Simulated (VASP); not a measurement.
Set up this calculation in VASP 6.6.1, as the native input.

```yaml
Task: relaxation of cell and atoms
Functional: PBE
Potentials_or_basis: VASP PAW PBE potentials, release 64 (Ga_d, P, In_d)
Cutoff: 600 eV
k_mesh: 6 × 6 × 2
Occupations: fermi-dirac, width 0.02 eV
Spin: no spin polarisation
Dipole_correction: no
Further_INCAR_settings: ALGO = Normal; EDIFF = 1e-07; IBRION = 2; EDIFFG = -0.005; NSW = 80; ISIF = 3
```

The structure of In3GaP4 lies in POSCAR:

```
In3GaP4
1.0
    3.9253481376      0.0000000000      0.0000000000
    0.0000000000      3.9253481376      0.0000000000
    0.0000000000      0.0000000000     11.1025611466
Ga P In
1 4 3
Direct
    0.0000000000      0.0000000000      0.0000000000
    0.0000000000      0.5000000000      0.1250000000
    0.5000000000      0.0000000000      0.3750000000
    0.0000000000      0.5000000000      0.6250000000
    0.5000000000      0.0000000000      0.8750000000
    0.5000000000      0.5000000000      0.2500000000
    0.0000000000      0.0000000000      0.5000000000
    0.5000000000      0.5000000000      0.7500000000
```

The input as run:

INCAR

```
  PREC = Accurate
  ENCUT = 600
  EDIFF = 1E-7
  ISMEAR = -1
  SIGMA = 0.02
  LREAL = False
  LASPH = True
  NELM = 80
  ALGO = Normal
  ISIF = 3
  LWAVE = False
  LCHARG = False
  GGA = PE
  IBRION = 2
  NSW = 80
  EDIFFG = -0.005
```

KPOINTS

```
Automatic mesh
0
Gamma
  6 6 2
```

Potentials or basis: VASP PAW PBE potentials, release 64 (Ga_d, P, In_d).

Launch:

```bash
$ cat potpaw_PBE.64/Ga_d/POTCAR potpaw_PBE.64/P/POTCAR potpaw_PBE.64/In_d/POTCAR > POTCAR
$ mpirun -np 1 vasp_std > vasp.out
```

Results of the run:

- Relaxed volume: 24.98 Å³/atom
- Relaxed cell: a = 4.128 Å, b = 4.128 Å, c = 11.725 Å, α = 90.00°, β = 90.00°, γ = 90.00°
- Space group after relaxing (to 0.05 Å): P-4m2 (No. 115)
- Energy gained by relaxing: 180.6 meV/atom
- Ionic steps: 16
- Pressure after relaxing: 0.0 GPa
- Largest force after relaxing: 0.005 eV/Å
- Band gap on the k mesh: 0.57 eV, direct

Caveat: the volume moved by over 15 % at a fixed basis, so the end points are rough; spin-orbit coupling is left out, which moves the levels of the heavy elements.

Run time: 41 min on 1 thread of Oxide Virtual Turin-like Processor, on a shared host, peak memory 0.37 GiB.
